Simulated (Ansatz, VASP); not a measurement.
## Two plane-wave programs on AgCl

INCAR

```
SYSTEM = AgCl
ALGO = Normal
EDIFF = 1E-6
ENCUT = 520
GGA = PE
ISIF = 2
ISMEAR = 0
LASPH = .TRUE.
LCHARG = .FALSE.
LREAL = .FALSE.
LWAVE = .FALSE.
NBANDS = 16
NELM = 80
PREC = Accurate
SIGMA = 0.05
```

The input KPOINTS:

```
k-points
0
G
  8 8 8
  0 0 0
```

Contents of POSCAR:

```
AgCl
1.0
    0.0000000000      2.8200529651      2.8200529651
    2.8060228508      0.0140301143      2.8060228508
    2.8060228508      2.8060228508      0.0140301143
Ag Cl
1 1
Direct
    0.5000000000      0.5000000000      0.5000000000
    0.0000000000      0.0000000000      0.0000000000
```

Input for Ansatz:

```yaml
crystal:
  lattice:
    - [0.0, 2.8200529651, 2.8200529651]
    - [2.8060228508, 0.0140301143, 2.8060228508]
    - [2.8060228508, 2.8060228508, 0.0140301143]
  atoms:
    - { symbol: Ag, position: [0.5, 0.5, 0.5] }
    - { symbol: Cl, position: [0.0, 0.0, 0.0] }
basis:
  ecutwfc: 420
kpoints:
  mp_grid: { grid: [8, 8, 8] }
hamiltonian:
  xc: pbe
scf:
  occupations: { method: gaussian, width: 0.05 }
output:
  forces: true
  stress: true
  eigenvalues: true
```

Change from the starting cell: strain +0.0100 x Voigt [0, 0, 0, 1, 0, 0], atoms carried along.

Alike in both runs: task single point; functional PBE; k mesh 8 × 8 × 8; occupations gaussian, width 0.05 eV; no spin polarisation.

```csv
,VASP,Ansatz
version,VASP 6.6.1,Ansatz 0.2.0
potentials or method,"VASP PAW PBE potentials, release 64 (Ag, Cl), cutoff 520 eV","scalar-relativistic, plane waves, PAW"
valence electrons in the cell,18,26
```

```csv
,VASP,Ansatz,Ansatz less VASP
gap on the k mesh at the Fermi level (eV),0.91,0.91,+0.003
least direct gap on the mesh (eV),3.07,3.07,+0.002
pressure (GPa),-0.1,0.0,+0.13
"traceless stress, the component that is largest in VASP (GPa)",-0.06,-0.06,0.000
```

VASP's potentials hold 18 valence electrons a cell and Ansatz's 26, so a difference there can come from the potentials and not from the codes.
